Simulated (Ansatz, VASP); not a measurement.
# AlB2Sb3: VASP beside Ansatz

```
Al B Sb
1.0
     6.62900    0.00000    0.00000
    -3.31450    5.74088    0.00000
     0.00000    0.00000    3.22087
Al B Sb
1 2 3
Direct
  0.00000 0.00000 0.00000
  0.33333 0.66667 0.00000
  0.66667 0.33333 0.00000
  0.50000 0.00000 0.50000
  0.50000 0.50000 0.50000
  0.00000 0.50000 0.50000
```

Change from the starting cell: species swapped into the LuB2Os3 type (P6/mmm, No. 191).

Alike in both runs: functional PBE; k mesh 3 × 3 × 6; occupations gaussian, width 0.1 eV; no spin polarisation.

Ansatz relaxed the structure, and its values are those at the end. VASP's run is a single point on that final structure, the one shown.

|  | VASP | Ansatz |
| --- | --- | --- |
| version | VASP 6.6.1 | Ansatz 0.2.0 |
| potentials or method | VASP PAW PBE potentials, release 64 (Al, B, Sb), cutoff 520 eV | scalar-relativistic, plane waves, PAW |
| valence electrons in the cell | 24 | 54 |

```csv
,VASP,Ansatz,Ansatz less VASP
gap on the k mesh at the Fermi level (eV),none,none,-
pressure (GPa),0.0,0.0,-0.01
```

A gap of «none» marks a metal or a gap that the smearing closes. VASP's potentials hold 24 valence electrons a cell and Ansatz's 54, so a difference there can come from the potentials and not from the codes.

The k mesh is coarse, so the values compare programs but aren't converged. Neither program's run includes spin-orbit coupling.
